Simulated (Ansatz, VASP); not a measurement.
**One calculation of Ga3Bi2N3, two programs**

```
Ga Bi N
1.0
     3.29870    0.00000    0.00000
     0.00000    6.10816    0.00000
     0.00000    0.00000    7.02217
Ga Bi N
3 2 3
Direct
  0.50000 0.50000 0.18783
  0.50000 0.50000 0.81217
  0.00000 0.50000 0.50000
  0.00000 0.00000 0.24584
  0.00000 0.00000 0.75416
  0.00000 0.50000 0.00000
  0.50000 0.00000 0.50000
  0.50000 0.00000 0.00000
```

Change from the starting cell: species swapped into the Fe3Si2Ni3 type (Pmmm, No. 47).

Alike in both runs: functional PBE; k mesh 3 × 3 × 2; occupations gaussian, width 0.15 eV; no spin polarisation.

Ansatz relaxed the structure, and its values are those at the end. VASP's run is a single point on that final structure, the one shown.

|  | VASP | Ansatz |
| --- | --- | --- |
| version | VASP 6.6.1 | Ansatz 0.2.0 |
| potentials or method | VASP PAW PBE potentials, release 64 (Ga_d, Bi_d, N), cutoff 600 eV | scalar-relativistic, plane waves, PAW |
| valence electrons in the cell | 84 | 84 |

|  | VASP | Ansatz | Ansatz less VASP |
| --- | --- | --- | --- |
| gap on the k mesh at the Fermi level (eV) | none | none | - |
| pressure (GPa) | 0.5 | 0.4 | -0.06 |
| rms of the force components (eV/Å) | 0.013 | 0.017 | +0.0037 |

A gap of «none» marks a metal or a gap that the smearing closes.

The k mesh is coarse, so the values compare programs but aren't converged. Spin-orbit coupling is off throughout.
